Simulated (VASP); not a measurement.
Here is a VASP 6.6.1 calculation.

The input INCAR:

```
  PREC = Accurate
  ENCUT = 520
  EDIFF = 1E-8
  ISMEAR = -1
  SIGMA = 0.05
  LREAL = False
  LASPH = True
  NELM = 100
  ALGO = Normal
  ISIF = 2
  LWAVE = False
  LCHARG = False
  GGA = PE
  LEFG = True
  NBANDS = 14
```

Contents of KPOINTS:

```
regular mesh
0
Gamma
  15 15 15
```

File POSCAR:

```
HfB
1.0
    0.0000000000      2.2176000000      2.3100000000
    2.2176000000      0.0000000000      2.3100000000
    2.2176000000      2.2176000000      0.0000000000
Hf B
1 1
Direct
    0.5000000000      0.5000000000      0.5000000000
    0.0000000000      0.0000000000      0.0000000000
```

Potentials or basis: VASP PAW PBE potentials, release 64 (Hf_pv, B).

Launch:

```bash
$ cat potpaw_PBE.64/Hf_pv/POTCAR potpaw_PBE.64/B/POTCAR > POTCAR
$ mpirun -np 1 vasp_std > vasp.out
```

(1) Estimate the pressure.

Results:

(1) 58.0 GPa.

Caveat: the cell differs from its parent crystal (x and y stretched by -4 %, z held); without QUAD_EFG the Cq values of the log hold for a quadrupole moment of 1 mb, not for the nuclei.
